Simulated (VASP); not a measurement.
**Mg2C3: single point with r2SCAN**

The system is Mg2C3.

```
Mg C
1.0
     2.39462   -2.33943   -0.00141
     2.39462    2.33943   -0.00141
    -1.21928    0.00000    4.83368
Mg C
2 3
Direct
  0.80883 0.80883 0.19955
  0.19117 0.19117 0.80045
  0.30225 0.30225 0.26256
  0.69775 0.69775 0.73744
  0.50000 0.50000 0.50000
```

```json
{
  "Program": "VASP 6.6.1",
  "Task": "single point",
  "Functional": "r2SCAN",
  "Potentials or basis": "VASP PAW PBE potentials, release 64 (Mg, C)",
  "Cutoff": "520 eV",
  "k mesh": "6 × 6 × 4",
  "Occupations": "gaussian, width 0.1 eV",
  "Spin": "no spin polarisation"
}
```

```json
{
 "Pressure": "-0.2 GPa",
 "Largest force": "0.148 eV/Å",
 "Band gap on the k mesh": "1.97 eV, indirect (least direct gap 2.73 eV)"
}
```

Forces on the atoms (eV/Å):
```
Mg  -0.013  0.000 -0.014
Mg   0.013  0.000  0.014
C   -0.053  0.000 -0.138
C    0.053  0.000  0.138
C    0.000  0.000  0.000
```

Stress tensor (GPa, compression positive):
```
-0.44  0.00  0.52
 0.00 -0.55  0.00
 0.52  0.00  0.49
```

Levels at points of the mesh, in eV from the valence-band top:
```csv
k point,band 6,band 7,band 8,band 9,band 10,band 11
"(0.00, 0.00, 0.00)",-3.26,-1.53,-0.76,3.91,3.95,4.53
"(0.50, 0.00, 0.00)",-3.46,-3.26,-0.19,3.35,4.98,6.89
"(0.50, 0.50, 0.00)",-4.04,-2.55,-1.28,1.97,2.52,3.51
"(0.00, 0.00, 0.50)",-3.79,-0.94,0.00,3.46,3.78,4.61
"(0.50, 0.00, 0.50)",-3.43,-1.41,-0.28,2.45,4.23,6.37
"(0.50, 0.50, 0.50)",-4.23,-3.09,-2.10,2.35,3.96,5.92
```

Run time: 3.7 min on 1 thread of AMD EPYC 7R13 Processor (Zen 3) (shared host), peak memory 0.17 GiB.

Caveat: the PAW data sets were made with another functional, which shifts forces and pressure a little. r2SCAN opens gaps a little over a GGA but as a rule still falls short of measured ones.
